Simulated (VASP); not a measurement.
# GaSb in VASP: single point with PBE

Aim: the single point of GaSb with PBE.

Program: VASP 6.6.1. These are calculated values, not measurements. Logs are shortened: lines on timing, memory, paths and dates and some standing lists are left out, and cuts for length are marked.

## (1) The cell of the first run

The cell holds a slab with vacuum, 16 atoms: a = 8.788 Å, b = 6.214 Å, c = 22.591 Å, α = 90.00°, β = 90.00°, γ = 90.00°.

## (2) Single point, PBE

Contents of INCAR:

```
SYSTEM = GaSb
ALGO = Normal
DIPOL = 0.5 0.5 0.500
EDIFF = 1E-7
ENCUT = 520
GGA = PE
IDIPOL = 3
ISIF = 2
ISMEAR = 0
LASPH = .True.
LCHARG = .False.
LDIPOL = .True.
LREAL = Auto
LWAVE = .False.
NBANDS = 86
NELM = 60
PREC = Accurate
SIGMA = 0.1
```

Contents of KPOINTS:

```
k-points
0
Gamma
  2 3 1
  0 0 0
```

Contents of POSCAR:

```
GaSb
1.0
    8.7876985888      0.0000000000      0.0000000000
    0.0000000000      6.2138412632      0.0000000000
    0.0000000000      0.0000000000     22.5907739416
Ga Sb
8 8
Direct
    0.2500000000      0.5000000000      0.3541268670
    0.7500000000      0.5000000000      0.3541268670
    0.5000000000      0.0000000000      0.4513756223
    0.0000000000      0.0000000000      0.4513756223
    0.7500000000      0.5059644456      0.5547581712
    0.2500000000      0.5059644456      0.5547581712
    0.0000000000     -0.0600133902      0.6268701996
    0.5000000000     -0.0600133902      0.6268701996
    0.5000000000      0.2500000000      0.3541268670
    0.0000000000      0.2500000000      0.3541268670
    0.7500000000      0.7500000000      0.4513756223
    0.2500000000      0.7500000000      0.4513756223
    0.0000000000      0.2571877166      0.5484699946
    0.5000000000      0.2571877166      0.5484699946
    0.2500000000      0.7258409638      0.6581256383
    0.7500000000      0.7258409638      0.6581256383
```

Potentials or basis: VASP PAW PBE potentials, release 64 (Ga_d, Sb).

Started as:

```console
$ cat potpaw_PBE.64/Ga_d/POTCAR potpaw_PBE.64/Sb/POTCAR > POTCAR
$ mpirun -np 1 vasp_std > vasp.out
```

OUTCAR:

```text
SYSTEM = GaSb
   EDIFF = 1E-7
   ENCUT = 520
   GGA = PE
   ISIF = 2
   ISMEAR = 0
   LASPH = .True.
   LREAL = Auto
   NELM = 60
   PREC = Accurate

 ion  position               nearest neighbor table
   1  0.250  0.500  0.354-  12 2.69  10 2.69   9 2.69
   2  0.750  0.500  0.354-  11 2.69  10 2.69   9 2.69
   3  0.500  0.000  0.451-   9 2.69  11 2.69  12 2.69  14 2.71
   4  0.000  0.000  0.451-  10 2.69  11 2.69  12 2.69  13 2.71
   5  0.750  0.506  0.555-  13 2.69  14 2.69  16 2.71  11 2.78
   6  0.250  0.506  0.555-  13 2.69  14 2.69  15 2.71  12 2.78
   7  0.000  0.940  0.627-  13 2.65  15 2.66  16 2.66
   8  0.500  0.940  0.627-  14 2.65  15 2.66  16 2.66
   9  0.500  0.250  0.354-   3 2.69   2 2.69   1 2.69
  10  0.000  0.250  0.354-   4 2.69   2 2.69   1 2.69
  11  0.750  0.750  0.451-   2 2.69   3 2.69   4 2.69   5 2.78
  12  0.250  0.750  0.451-   1 2.69   3 2.69   4 2.69   6 2.78
  13  0.000  0.257  0.548-   7 2.65   6 2.69   5 2.69   4 2.71
  14  0.500  0.257  0.548-   8 2.65   6 2.69   5 2.69   3 2.71
  15  0.250  0.726  0.658-   7 2.66   8 2.66   6 2.71
  16  0.750  0.726  0.658-   7 2.66   8 2.66   5 2.71

  LATTYP: Found a simple orthorhombic cell.
 ALAT       =     6.2138412632
 B/A-ratio  =     1.4142135624
 C/A-ratio  =     3.6355569743

  Lattice vectors:

 A1 = (   0.0000000000,  -6.2138412632,   0.0000000000)
 A2 = (   8.7876985888,   0.0000000000,   0.0000000000)
 A3 = (   0.0000000000,   0.0000000000,  22.5907739416)

Analysis of symmetry for initial positions (statically):
=====================================================================
 Subroutine PRICEL returns following result:

  LATTYP: Found a simple orthorhombic cell.
 ALAT       =     4.3938492944
 B/A-ratio  =     1.4142135624
 C/A-ratio  =     5.1414539799

  Lattice vectors:

 A1 = (   4.3938492944,   0.0000000000,   0.0000000000)
 A2 = (   0.0000000000,   6.2138412632,   0.0000000000)
 A3 = (   0.0000000000,   0.0000000000,  22.5907739416)

   2 primitive cells build up your supercell.

 Routine SETGRP: Setting up the symmetry group for a
 simple orthorhombic supercell.

 Subroutine GETGRP returns: Found  2 space group operations
 (whereof  2 operations were pure point group operations)
 out of a pool of  8 trial point group operations.

The static configuration has the point symmetry C_1h.

Analysis of symmetry for dynamics (positions and initial velocities):
=====================================================================
 Subroutine PRICEL returns following result:

  LATTYP: Found a simple orthorhombic cell.
 ALAT       =     4.3938492944
 B/A-ratio  =     1.4142135624
 C/A-ratio  =     5.1414539799

  Lattice vectors:

 A1 = (   4.3938492944,   0.0000000000,   0.0000000000)
 A2 = (   0.0000000000,   6.2138412632,   0.0000000000)
 A3 = (   0.0000000000,   0.0000000000,  22.5907739416)

   2 primitive cells build up your supercell.

 Routine SETGRP: Setting up the symmetry group for a
 simple orthorhombic supercell.

 Subroutine GETGRP returns: Found  2 space group operations
 (whereof  2 operations were pure point group operations)
 out of a pool of  8 trial point group operations.

The dynamic configuration has the point symmetry C_1h.

 Subroutine INISYM returns: Found  2 space group operations
 (whereof  2 operations are pure point group operations),
 and found     2 'primitive' translations

----------------------------------------------------------------------------------------

                                     Primitive cell

  volume of cell :     616.7887

  direct lattice vectors                    reciprocal lattice vectors
     4.393849294  0.000000000  0.000000000     0.227590874  0.000000000  0.000000000
     0.000000000  6.213841263  0.000000000     0.000000000  0.160931050  0.000000000
     0.000000000  0.000000000 22.590773942     0.000000000  0.000000000  0.044265858

  length of vectors
     4.393849294  6.213841263 22.590773942     0.227590874  0.160931050  0.044265858

  position of ions in fractional coordinates (direct lattice)
     0.500000000  0.500000000  0.354126867
     1.000000000  0.000000000  0.451375622
     0.500000000  0.505964446  0.554758171
     0.000000000  0.939986610  0.626870200
     1.000000000  0.250000000  0.354126867
     0.500000000  0.750000000  0.451375622
     0.000000000  0.257187717  0.548469995
     0.500000000  0.725840964  0.658125638

  ion indices of the primitive-cell ions
   primitive index   ion index
                 1           1
                 2           3
                 3           6
                 4           7
                 5           9
                 6          12
                 7          13
                 8          15

----------------------------------------------------------------------------------------

 KPOINTS: k-points

Automatic generation of k-mesh.
 Grid dimensions read from file:
 generate k-points for:    2    3    1

 Generating k-lattice:

  Cartesian coordinates                     Fractional coordinates (reciprocal lattice)
     0.056897718  0.000000000  0.000000000     0.500000000  0.000000000  0.000000000
     0.000000000  0.053643683  0.000000000     0.000000000  0.333333333  0.000000000
     0.000000000  0.000000000  0.044265858     0.000000000  0.000000000  1.000000000

  Length of vectors
     0.056897718  0.053643683  0.044265858

  Shift w.r.t. Gamma in fractional coordinates (k-lattice)
     0.000000000  0.000000000  0.000000000

 Subroutine IBZKPT returns following result:
 ===========================================

 Found      4 irreducible k-points:

 Following reciprocal coordinates:
            Coordinates               Weight
  0.000000  0.000000  0.000000      1.000000
  0.500000  0.000000  0.000000      1.000000
  0.000000  0.333333  0.000000      2.000000
  0.500000  0.333333  0.000000      2.000000
   k-points           NKPTS =      4   k-points in BZ     NKDIM =      4   number of bands    NBANDS=     86
   number of dos      NEDOS =    301   number of ions     NIONS =     16
   total plane-waves  NPLWV = 564480
   dimension x,y,z NGX =    70 NGY =   48 NGZ =  168
   dimension x,y,z NGXF=   140 NGYF=   96 NGZF=  336
   ions per type =               8   8
   NGX,Y,Z   is equivalent  to a cutoff of  13.24, 12.84, 12.36 a.u.
   NGXF,Y,Z  is equivalent  to a cutoff of  26.49, 25.68, 24.73 a.u.
 SYSTEM =  GaSb
   PREC   = accura    normal or accurate (medium, high low for compatibility)
   ISTART =      0    job   : 0-new  1-cont  2-samecut
   ICHARG =      2    charge: 1-file 2-atom 10-const
   ISPIN  =      1    spin polarized calculation?
   LNONCOLLINEAR =      F non collinear calculations
   LSORBIT =      F    spin-orbit coupling
   LASPH  =      T    aspherical Exc in radial PAW
   ENCUT  =  520.0 eV  38.22 Ry    6.18 a.u.  16.34 11.55 42.00*2*pi/ulx,y,z
   NELM   =     60;   NELMIN=  2; NELMDL= -5     # of ELM steps
   EDIFF  = 0.1E-06   stopping-criterion for ELM
   LREAL  =      T    real-space projection
   EDIFFG = 0.1E-05   stopping-criterion for IOM
   NSW    =      0    number of steps for IOM
   IBRION =     -1    ionic relax: 0-MD 1-quasi-New 2-CG
   NFREE  =      0    steps in history (QN), initial steepest desc. (CG)
   ISIF   =      2    stress and relaxation
   ISYM   =      2    0-nonsym 1-usesym 2-fastsym
   POTIM  = 0.5000    time-step for ionic-motion
   TEBEG  =    0.0;   TEEND  =   0.0 temperature during run
   PSTRESS=    0.0 pullay stress
   NELECT =     144.0000    total number of electrons
   NUPDOWN=      -1.0000    fix difference up-down
   EMIN   =  10.00;   EMAX   =-10.00  energy-range for DOS
   EFERMI =   0.00;   METHOD = LEGACY
   ISMEAR =     0;   SIGMA  =   0.10  broadening in eV -4-tet -1-fermi 0-gaus
   EFERMI_NEDOS =   21; number of points for ismear=-14 and -15
   IALGO  =     38    algorithm
   IMIX   =      4    mixing-type and parameters
     AMIX     =   0.40;   BMIX     =  1.00
     AMIX_MAG =   1.60;   BMIX_MAG =  1.00
  volume/ion in A,a.u.               =      77.10       520.29
  Fermi-wavevector in a.u.,A,eV,Ry     =   0.800092  1.511956  8.709742  0.640148
  Thomas-Fermi vector in A             =   1.907322
   LORBIT       =      0    0 simple, 1 ext, 2 COOP (PROOUT), +10 PAW based schemes
   GGA     = PE    functional components
   LHFCALC =     F    Hartree Fock is set to
   AEXX    =    0.0000 exact exchange contribution
   IVDW    =     0    specifies the selected vdW correction
   LEPSILON=     F    determine dielectric tensor
   LRPA    =     F    only Hartree local field effects (RPA)
 non-spin polarized calculation
 Gauss-broadening in eV      SIGMA  =   0.10
  energy-cutoff  :      520.00
  volume of cell :     1233.58
 maximum number of plane-waves:     33243
 NGX is ok and might be reduce to    70
   NGX = 33   NGY = 23   NGZ = 85

 dipolmoment           0.000000      0.000000      0.000021 electrons x Angstroem

 number of electron     143.9999998 magnetization

 dipolmoment           0.000000      0.000000     -0.036112 electrons x Angstroem

 Free energy of the ion-electron system (eV)
  ---------------------------------------------------
  ext. energy  EPLUGINS =         0.00000000
  ---------------------------------------------------
  free energy    TOTEN  =       -54.42241687 eV

  energy without entropy =      -54.41968687  energy(sigma->0) =      -54.42105187

 E-fermi :  -0.9659     XC(G=0):  -4.1145

 val. band max:       -1.1078640946   @ k =   0.0000   0.0000   0.0000
 cond. band min:      -0.7985010710   @ k =   0.0000   0.3333   0.0000
 fundamental gap:      0.3093630236
 Fermi energy:        -0.9659270878

 k-point     1 :       0.0000    0.0000    0.0000
  band No.  band energies     occupation
      1     -16.1585      2.00000
      2     -16.1517      2.00000
      3     -16.1073      2.00000
      4     -16.1058      2.00000
      5     -16.0984      2.00000
      6     -16.0947      2.00000
[... 337 lines left out ...]
     83       2.2246      0.00000
     84       2.2246      0.00000
 [bands above 84 left out]

------------------------ aborting loop because EDIFF is reached ----------------------------------------

 vacuum level on the upper side and lower side of the slab       (xc-potential included)        -0.218        -0.099

  FORCE on cell =-STRESS in cart. coord.  units (eV):
  Direction    XX          YY          ZZ          XY          YZ          ZX
  --------------------------------------------------------------------------------------
  -------------------------------------------------------------------------------------
  Total       -0.5494589     -2.3229797      0.4377072      0.0000000      2.5881406      0.0000000
  in kB       -0.7136403     -3.0170991      0.5684966      0.0000000      3.3614916      0.0000000
  external PRESSURE =      -1.0540809 kB  Pullay stress =       0.0000000 kB

 VOLUME and BASIS-vectors are now :
 -----------------------------------------------------------------------------
  energy-cutoff  :      520.00
  volume of cell :     1233.58
      direct lattice vectors                 reciprocal lattice vectors
     8.787698589  0.000000000  0.000000000     0.113795437  0.000000000  0.000000000
     0.000000000  6.213841263  0.000000000     0.000000000  0.160931050  0.000000000
     0.000000000  0.000000000 22.590773942     0.000000000  0.000000000  0.044265858

 POSITION                                       TOTAL-FORCE (eV/Angst)
 -----------------------------------------------------------------------------------
      2.19692      3.10692      8.00000        -0.000000     -0.703521      0.993727
      6.59077      3.10692      8.00000         0.000000     -0.703521      0.993727
      4.39385      0.00000     10.19692        -0.000000      0.256454      0.246971
      0.00000      0.00000     10.19692         0.000000      0.256454      0.246971
      6.59077      3.14398     12.53242         0.000000     -0.006530     -0.001699
      2.19692      3.14398     12.53242        -0.000000     -0.006530     -0.001699
[... 8 lines left out ...]
      2.19692      4.51026     14.86757         0.000000     -0.012095      0.019808
      6.59077      4.51026     14.86757         0.000000     -0.012095      0.019808
 -----------------------------------------------------------------------------------
    total drift:                                0.000000      0.004779     -0.008686

  FREE ENERGIE OF THE ION-ELECTRON SYSTEM (eV)
  ---------------------------------------------------
  free  energy   TOTEN  =       -54.4224168718 eV

  energy  without entropy=      -54.4196868680  energy(sigma->0) =      -54.42105187

 vacuum level on the upper side and lower side of the slab         3.256         3.378
```

Wall time 16 min (1 thread of Oxide Virtual Turin-like, shared host); peak memory 1.1 GiB.

Results:

```
Free energy            : -54.4224 eV
Largest force          : 1.218 eV/Å
Band gap on the k mesh : 0.31 eV
```

Forces in eV/Å, atoms in the order of the input:
```
Ga   0.000 -0.704  0.994
Ga   0.000 -0.704  0.994
Ga   0.000  0.256  0.247
Ga   0.000  0.256  0.247
Ga   0.000 -0.007 -0.002
Ga   0.000 -0.007 -0.002
Ga   0.000  0.017 -0.001
Ga   0.000  0.017 -0.001
Sb   0.000  0.113 -1.077
Sb   0.000  0.113 -1.077
Sb   0.000  0.332 -0.165
Sb   0.000  0.332 -0.165
Sb   0.000  0.004 -0.016
Sb   0.000  0.004 -0.016
Sb   0.000 -0.012  0.020
Sb   0.000 -0.012  0.020
```

Caveat: semilocal functionals underestimate gaps, and a narrow one can read as zero; spin-orbit coupling is left out, which moves the levels of the heavy elements.
